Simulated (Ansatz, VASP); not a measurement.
One calculation of B2P, two programs

```
B P
1.0
    -0.82775    0.00034    3.54223
     5.61001   -1.51851    0.00337
    -0.00103    6.07050    0.00030
B P
8 4
Direct
  0.22944 0.69156 0.42289
  0.22944 0.69157 0.92293
  0.45611 0.84332 0.21086
  0.45617 0.84331 0.71083
  0.54382 0.15668 0.28913
  0.54387 0.15669 0.78909
  0.77055 0.30842 0.07709
  0.77060 0.30844 0.57710
  0.86318 0.67345 0.16841
  0.86328 0.67349 0.66841
  0.13674 0.32651 0.33163
  0.13678 0.32654 0.83163
```

Change from the starting cell: cell x2, atoms moved at random (sigma 0.05 Å) and cell strained at random (1.5 %), then relaxed without symmetry.

Alike in both runs: functional PBE; k mesh 6 × 4 × 4; occupations gaussian, width 0.2 eV; no spin polarisation.

Ansatz relaxed the structure, and its values are those at the end. VASP's run is a single point on that final structure, the one shown.

|  | VASP | Ansatz |
| --- | --- | --- |
| version | VASP 6.6.1 | Ansatz 0.2.0 |
| potentials or method | VASP PAW PBE potentials, release 64 (B, P), cutoff 520 eV | scalar-relativistic, plane waves, PAW |
| valence electrons in the cell | 44 | 44 |

Ansatz gave:

| Property | Result |
| --- | --- |
| gap on the k mesh at the Fermi level (eV) | none |
| pressure (GPa) | 0.0 |
| rms of the force components (eV/Å) | 0.008 |

Estimate VASP's values.

gap on the k mesh at the Fermi level (eV): none; pressure (GPa): -0.2; rms of the force components (eV/Å): 0.015.

A gap of «none» marks a metal or a gap that the smearing closes. The functional is the same, so the differences come from potentials, cutoffs and numerics.
